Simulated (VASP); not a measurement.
# KMgF3 (P4/mmm) in VASP: a series of runs

The runs below take KMgF3 through single point, with PBE.

All numbers are computed with VASP 6.6.1; they aren't measurements. Logs are shortened: lines on timing, memory, paths and dates and some standing lists are left out, and cuts for length are marked.

### Step 1. The cell of the first run

The structure is tetragonal, space group P4/mmm (No. 123). The conventional cell has a = 3.667 Å, b = 3.667 Å, c = 3.986 Å, α = 90.00°, β = 90.00°, γ = 90.00°. K (site symmetry 4/mmm) has 12 F at 2.59 to 2.71 Å and 8 Mg at 3.27 Å within 3.4 Å. Mg (site symmetry 4/mmm) has 6 F at 1.83 to 1.99 Å within 2.4 Å. F (site symmetry mmm) has 2 Mg at 1.83 Å within 2.4 Å. Within 2.6 Å of F (site symmetry 4/mmm) lie 2 Mg at 1.99 Å and 4 K at 2.59 Å.

### Step 2. Single point, PBE (strain -0.080 along x and y, +0.000 along z)

File INCAR:

```
SYSTEM = KMgF3
ALGO = Normal
EDIFF = 1E-6
ENCUT = 520
GGA = PE
ISIF = 2
ISMEAR = 0
LASPH = .TRUE.
LCHARG = .FALSE.
LREAL = .FALSE.
LWAVE = .FALSE.
NBANDS = 24
NELM = 60
PREC = Accurate
SIGMA = 0.05
```

File KPOINTS:

```
k-points
0
G
  6 6 6
  0 0 0
```

File POSCAR:

```
KMgF3
1.0
    3.6670280000      0.0000000000      0.0000000000
    0.0000000000      3.6670280000      0.0000000000
    0.0000000000      0.0000000000      3.9859000000
K Mg F
1 1 3
Direct
    0.5000000000      0.5000000000      0.5000000000
    0.0000000000      0.0000000000      0.0000000000
    0.5000000000      0.0000000000      0.0000000000
    0.0000000000      0.5000000000      0.0000000000
    0.0000000000      0.0000000000      0.5000000000
```

Potentials or basis: VASP PAW PBE potentials, release 64 (K_sv, Mg, F).

Command:

```sh
cat potpaw_PBE.64/K_sv/POTCAR potpaw_PBE.64/Mg/POTCAR potpaw_PBE.64/F/POTCAR > POTCAR
mpirun -np 1 vasp_std > vasp.out
```

OUTCAR:

```text
SYSTEM = KMgF3
   EDIFF = 1E-6
   ENCUT = 520
   GGA = PE
   ISIF = 2
   ISMEAR = 0
   LASPH = .TRUE.
   LREAL = .FALSE.
   NELM = 60
   PREC = Accurate

 ion  position               nearest neighbor table
   1  0.500  0.500  0.500-   5 2.59   5 2.59   5 2.59   5 2.59   4 2.71   3 2.71   4 2.71   3 2.71
                             4 2.71   3 2.71   4 2.71   3 2.71   2 3.27   2 3.27   2 3.27   2 3.27
   2  0.000  0.000  0.000-   3 1.83   4 1.83   4 1.83   3 1.83   5 1.99   5 1.99   1 3.27   1 3.27
                             1 3.27   1 3.27   1 3.27   1 3.27   1 3.27   1 3.27
   3  0.500  0.000  0.000-   2 1.83   2 1.83   1 2.71   1 2.71   1 2.71   1 2.71
   4  0.000  0.500  0.000-   2 1.83   2 1.83   1 2.71   1 2.71   1 2.71   1 2.71
   5  0.000  0.000  0.500-   2 1.99   2 1.99   1 2.59   1 2.59   1 2.59   1 2.59

  LATTYP: Found a simple tetragonal cell.
 ALAT       =     3.6670280000
 C/A-ratio  =     1.0869565217

  Lattice vectors:

 A1 = (   3.6670280000,   0.0000000000,   0.0000000000)
 A2 = (   0.0000000000,   3.6670280000,   0.0000000000)
 A3 = (   0.0000000000,   0.0000000000,   3.9859000000)

Analysis of symmetry for initial positions (statically):
=====================================================================
 Subroutine PRICEL returns:
 Original cell was already a primitive cell.

 Routine SETGRP: Setting up the symmetry group for a
 simple tetragonal supercell.

 Subroutine GETGRP returns: Found 16 space group operations
 (whereof 16 operations were pure point group operations)
 out of a pool of 16 trial point group operations.

The static configuration has the point symmetry D_4h.

Analysis of symmetry for dynamics (positions and initial velocities):
=====================================================================
 Subroutine PRICEL returns:
 Original cell was already a primitive cell.

 Routine SETGRP: Setting up the symmetry group for a
 simple tetragonal supercell.

 Subroutine GETGRP returns: Found 16 space group operations
 (whereof 16 operations were pure point group operations)
 out of a pool of 16 trial point group operations.

The dynamic configuration has the point symmetry D_4h.

 Subroutine INISYM returns: Found 16 space group operations
 (whereof 16 operations are pure point group operations),
 and found     1 'primitive' translations

----------------------------------------------------------------------------------------

                                     Primitive cell

[... 98 lines left out ...]
   EDIFFG = 0.1E-04   stopping-criterion for IOM
   NSW    =      0    number of steps for IOM
   IBRION =     -1    ionic relax: 0-MD 1-quasi-New 2-CG
   NFREE  =      0    steps in history (QN), initial steepest desc. (CG)
   ISIF   =      2    stress and relaxation
   ISYM   =      2    0-nonsym 1-usesym 2-fastsym
   POTIM  = 0.5000    time-step for ionic-motion
   TEBEG  =    0.0;   TEEND  =   0.0 temperature during run
   PSTRESS=    0.0 pullay stress
   NELECT =      32.0000    total number of electrons
   NUPDOWN=      -1.0000    fix difference up-down
   EMIN   =  10.00;   EMAX   =-10.00  energy-range for DOS
   EFERMI =   0.00;   METHOD = LEGACY
   ISMEAR =     0;   SIGMA  =   0.05  broadening in eV -4-tet -1-fermi 0-gaus
   EFERMI_NEDOS =   21; number of points for ismear=-14 and -15
   IALGO  =     38    algorithm
   IMIX   =      4    mixing-type and parameters
     AMIX     =   0.40;   BMIX     =  1.00
     AMIX_MAG =   1.60;   BMIX_MAG =  1.00
  volume/ion in A,a.u.               =      10.72        72.34
  Fermi-wavevector in a.u.,A,eV,Ry     =   1.378499  2.604986 25.854610  1.900260
  Thomas-Fermi vector in A             =   2.503555
   LORBIT       =      0    0 simple, 1 ext, 2 COOP (PROOUT), +10 PAW based schemes
   GGA     = PE    functional components
   LHFCALC =     F    Hartree Fock is set to
   AEXX    =    0.0000 exact exchange contribution
   IVDW    =     0    specifies the selected vdW correction
   LEPSILON=     F    determine dielectric tensor
   LRPA    =     F    only Hartree local field effects (RPA)
 non-spin polarized calculation
 Gauss-broadening in eV      SIGMA  =   0.05
  energy-cutoff  :      520.00
  volume of cell :       53.60
 maximum number of plane-waves:      1484
 NGX is ok and might be reduce to    28
   NGX = 13   NGY = 13   NGZ = 15

 number of electron      31.9999969 magnetization

 Free energy of the ion-electron system (eV)
  ---------------------------------------------------
  ext. energy  EPLUGINS =         0.00000000
  ---------------------------------------------------
  free energy    TOTEN  =       -23.51735173 eV

  energy without entropy =      -23.51735173  energy(sigma->0) =      -23.51735173

 E-fermi :  -0.3369     XC(G=0): -10.5392

 val. band max:       -0.5498735208   @ k =   0.5000   0.5000   0.5000
 cond. band min:       8.0200277916   @ k =   0.0000   0.0000   0.0000
 fundamental gap:      8.5699013124
 Fermi energy:        -0.3369071825

 k-point     1 :       0.0000    0.0000    0.0000
  band No.  band energies     occupation
      1     -26.0430      2.00000
      2     -21.3262      2.00000
      3     -20.4484      2.00000
      4     -20.2343      2.00000
      5      -9.6412      2.00000
      6      -9.5055      2.00000
[... 637 lines left out ...]
     23      15.0885      0.00000
     24      15.6572      0.00000

 [... further k-points ...]

------------------------ aborting loop because EDIFF is reached ----------------------------------------

  FORCE on cell =-STRESS in cart. coord.  units (eV):
  Direction    XX          YY          ZZ          XY          YZ          ZX
  --------------------------------------------------------------------------------------
  -------------------------------------------------------------------------------------
  Total       10.0226654     10.0226654      4.5697035      0.0000000      0.0000000      0.0000000
  in kB      299.5980377    299.5980377    136.5978165      0.0000000      0.0000000      0.0000000
  external PRESSURE =     245.2646306 kB  Pullay stress =       0.0000000 kB

 VOLUME and BASIS-vectors are now :
 -----------------------------------------------------------------------------
  energy-cutoff  :      520.00
  volume of cell :       53.60
      direct lattice vectors                 reciprocal lattice vectors
     3.667028000  0.000000000  0.000000000     0.272700399  0.000000000  0.000000000
     0.000000000  3.667028000  0.000000000     0.000000000  0.272700399  0.000000000
     0.000000000  0.000000000  3.985900000     0.000000000  0.000000000  0.250884367

 POSITION                                       TOTAL-FORCE (eV/Angst)
 -----------------------------------------------------------------------------------
      1.83351      1.83351      1.99295         0.000000      0.000000      0.000000
      0.00000      0.00000      0.00000         0.000000      0.000000      0.000000
      1.83351      0.00000      0.00000         0.000000      0.000000      0.000000
      0.00000      1.83351      0.00000         0.000000      0.000000      0.000000
      0.00000      0.00000      1.99295         0.000000      0.000000      0.000000
 -----------------------------------------------------------------------------------
    total drift:                                0.000000      0.000000     -0.000000

  FREE ENERGIE OF THE ION-ELECTRON SYSTEM (eV)
  ---------------------------------------------------
  free  energy   TOTEN  =       -23.5173517336 eV

  energy  without entropy=      -23.5173517336  energy(sigma->0) =      -23.51735173
```

OSZICAR:

```text
N       E                     dE             d eps       ncg     rms          rms(c)
DAV:   1     0.219033289172E+03    0.21903E+03   -0.17876E+04  2024   0.131E+03
DAV:   2    -0.147625518971E+02   -0.23380E+03   -0.22669E+03  2400   0.352E+02
DAV:   3    -0.254426047224E+02   -0.10680E+02   -0.10627E+02  2752   0.688E+01
DAV:   4    -0.258328726916E+02   -0.39027E+00   -0.39019E+00  2600   0.885E+00
DAV:   5    -0.258348511584E+02   -0.19785E-02   -0.19785E-02  2576   0.721E-01    0.961E+00
DAV:   6    -0.235170857092E+02    0.23178E+01   -0.68552E+00  2128   0.217E+01    0.510E+00
DAV:   7    -0.235165810324E+02    0.50468E-03   -0.34883E-01  2360   0.390E+00    0.302E+00
DAV:   8    -0.235182115878E+02   -0.16306E-02   -0.75114E-02  2416   0.239E+00    0.347E-01
DAV:   9    -0.235172333119E+02    0.97828E-03   -0.19266E-02  2392   0.103E+00    0.163E-01
DAV:  10    -0.235173185524E+02   -0.85241E-04   -0.13033E-03  2208   0.254E-01    0.124E-01
DAV:  11    -0.235173801253E+02   -0.61573E-04   -0.46060E-05  2536   0.575E-02    0.610E-02
DAV:  12    -0.235173508296E+02    0.29296E-04   -0.16423E-04  2304   0.948E-02    0.109E-02
DAV:  13    -0.235173518804E+02   -0.10508E-05   -0.46830E-06  2352   0.166E-02    0.291E-03
DAV:  14    -0.235173517336E+02    0.14681E-06   -0.63265E-07  1560   0.706E-03
   1 F= -.23517352E+02 E0= -.23517352E+02  d E =-.390702E-11
```

It took 50 s on 1 thread of Intel Xeon Platinum 8259CL at 2.50GHz (Skylake/Cascade Lake), shared host; peak memory 0.19 GiB.

What came out:

- Free energy: -23.5174 eV
- Pressure: 24.5 GPa
- Band gap on the k mesh: 8.57 eV (least direct gap 8.97 eV)

Caveat: the cell differs from its parent crystal (strain -0.080 along x and y, +0.000 along z); the cell stands under pressure.

(Part 1 of 2 ends here.)
